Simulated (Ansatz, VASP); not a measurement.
## One calculation of As, two programs

File POSCAR:

```
As
1.0
    1.7947295005      1.0361875602      5.0619263606
   -1.7947295005      1.0361875602      5.0619263606
    0.0000000000     -2.0723751204      5.0619263606
As
2
Direct
    0.7883959999      0.7883959999      0.7883959999
    0.2116040001      0.2116040001      0.2116040001
```

INCAR.step1

```
SYSTEM = As
PREC = Accurate ; ENCUT = 520
ISMEAR = 0 ; SIGMA = 0.01
LREAL = .FALSE. ; LASPH = .TRUE.
NELM = 80 ; NBANDS = 12
GGA = PE ; ALGO = Normal
EDIFF = 1E-4 ; LWAVE = .TRUE.
LCHARG = .FALSE.
```

The input INCAR.step2:

```
SYSTEM = As
PREC = Accurate ; ENCUT = 520
EDIFF = 1E-6 ; ISMEAR = 0
SIGMA = 0.01 ; LREAL = .FALSE.
LASPH = .TRUE. ; NELM = 80
ALGO = Normal ; ISIF = 2
LWAVE = .FALSE. ; LCHARG = .FALSE.
METAGGA = R2SCAN ; LMIXTAU = .TRUE.
NBANDS = 12 ; ISTART = 1
```

The input KPOINTS:

```
regular mesh
0
G
  8 8 8
  0 0 0
```

Input for Ansatz:

```yaml
crystal:
  lattice:
    - [1.79472950047, 1.03618756022, 5.06192636055]
    - [-1.79472950047, 1.03618756022, 5.06192636055]
    - [0.0, -2.07237512043, 5.06192636055]
  atoms:
    - { symbol: As, position: [0.788395999892, 0.788395999892, 0.788395999892] }
    - { symbol: As, position: [0.211604000108, 0.211604000108, 0.211604000108] }
kpoints:
  mp_grid: { grid: [8, 8, 8] }
scf:
  occupations: { method: fixed }
hamiltonian:
  xc: r2scan
  pseudopotentials: { kind: paw }
output:
  forces: true
  stress: true
  eigenvalues: true
  eigenstates:
    nscf_kmesh: { grid: [12, 12, 12] }
    de_dk: true
    e_range: [-9, 10.56599683142]
  optics:
    e_range: [0, 20]
    de: 0.2
    sigma: 0.25
    bands: { spectra_wanted_up_to: 20 }
    nscf_kmesh: { grid: [12, 12, 12] }
checkpoint:
  write: ck
  write_wavefunctions: false
```

Alike in both runs: task single point; functional r2SCAN; k mesh 8 × 8 × 8; no spin polarisation.

|  | VASP | Ansatz |
| --- | --- | --- |
| version | VASP 6.6.1 | Ansatz 0.2.0 |
| potentials or method | VASP PAW PBE potentials, release 64 (As) | PAW with Ansatz's default frozen-core files, scalar-relativistic |
| plane-wave cutoff (eV) | 520 | 500 |
| occupations | gaussian, width 0.01 eV | fixed |
| valence electrons in the cell | 10 | 30 |

Ansatz gave:

| Property | Result |
| --- | --- |
| gap on the k mesh at the Fermi level (eV) | 0.57 |
| pressure (GPa) | 0.0 |
| traceless stress, the component that is largest in VASP (GPa) | -0.02 |
| rms of the force components (eV/Å) | 0.003 |

Question: Which values does VASP return?

Answer: gap on the k mesh at the Fermi level (eV): 0.55; pressure (GPa): 0.2; traceless stress, the component that is largest in VASP (GPa): 0.07; rms of the force components (eV/Å): 0.032.

VASP's potentials were made for PBE, not for r2SCAN. Atom by atom the forces differ by 0.035 eV/Å (rms over components). VASP's potentials hold 10 valence electrons a cell and Ansatz's 30, so a difference there can come from the potentials and not from the codes.
